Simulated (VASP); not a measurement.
La2FeCo2C:

```xyz
6
Lattice="-2.0223 3.0851 4.5415 4.0446 0.0000 0.0000 2.0223 3.0851 -4.5415" Properties=species:S:1:pos:R:3 pbc="T T T"
La    4.0446    3.0851   -1.7266
La    0.0000    3.0851    1.7266
Co    2.0223    4.9090    0.0000
Co    2.0223    1.2612    0.0000
Fe    0.0000    0.0000    0.0000
C     2.0223    3.0851    0.0000
```

- Program: VASP 6.6.1
- Task: relaxation of cell and atoms
- Functional: PBE
- Potentials or basis: VASP PAW PBE potentials, release 64 (La, Co, Fe, C)
- Cutoff: 600 eV
- k mesh: 5 × 5 × 5
- Occupations: gaussian, width 0.0121 eV
- Spin: no spin polarisation

At the start: pressure -4.6 GPa; volume 18.89 Å³/atom.

Q: How do energy, volume and symmetry change on relaxing?

A: Over 18 steps the energy falls by 22.7 meV/atom and the volume is 18.03 Å³/atom (-4.6 %); space group Immm (No. 71, to 0.05 Å).

Step by step:
```csv
step,energy change (eV),largest force (eV/Å),pressure (GPa),volume (Å³)
1,0.0000,0.4044,-4.56,113.34
2,-0.0375,1.0002,5.12,104.69
3,-0.1138,0.3370,0.34,108.39
4,-0.1304,0.1075,0.02,108.44
5,-0.1330,0.0534,-0.19,108.46
6,-0.1331,0.0246,-0.18,108.46
7,-0.1355,0.0417,-0.01,108.14
8,-0.1356,0.0709,0.11,107.95
9,-0.1357,0.0629,0.13,108.00
10,-0.1359,0.0244,-0.02,108.18
11,-0.1360,0.0208,-0.03,108.13
12,-0.1360,0.0133,0.02,108.09
13,-0.1360,0.0178,0.06,108.06
14,-0.1360,0.0159,0.13,108.07
15,-0.1360,0.0132,0.12,108.08
16,-0.1360,0.0121,0.07,108.08
17,-0.1360,0.0101,0.06,108.10
18,-0.1360,0.0077,-0.01,108.16
```

Final structure:
```
CELL_PARAMETERS angstrom
-2.03655 2.97574 4.46175
4.07310 0.00000 0.00000
2.03655 2.97574 -4.46175
ATOMIC_POSITIONS crystal
La 0.30654 0.80654 0.69346
La 0.69346 0.19346 0.30654
Co 0.79686 0.50000 0.79686
Co 0.20314 0.50000 0.20314
Fe 0.00000 0.00000 0.00000
C 0.50000 0.50000 0.50000
```
